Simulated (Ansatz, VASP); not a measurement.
## GeW in VASP and in Ansatz

```xyz
2
Lattice="3.6130 0.0000 0.0000 0.0000 3.6130 0.0000 0.0000 0.0000 2.7630" Properties=species:S:1:pos:R:3 pbc="T T T"
Ge    0.0000    0.0000    0.0000
W     1.8065    1.8065    0.0000
```

Alike in both runs: functional PBE; k mesh 6 × 6 × 5; occupations gaussian, width 0.2 eV; no spin polarisation.

Ansatz relaxed the structure, and its values are those at the end. VASP's run is a single point on that final structure, the one shown.

```csv
,VASP,Ansatz
version,VASP 6.6.1,Ansatz 0.2.0
potentials or method,"VASP PAW PBE potentials, release 64 (Ge_d, W_sv), cutoff 500 eV","scalar-relativistic, plane waves, PAW"
valence electrons in the cell,28,28
```

```csv
,VASP,Ansatz,Ansatz less VASP
gap on the k mesh at the Fermi level (eV),none,none,-
pressure (GPa),0.1,0.1,-0.01
```

A gap of «none» marks a metal or a gap that the smearing closes.

The k mesh is coarse, so the values compare programs but aren't converged. Neither program's run includes spin-orbit coupling.
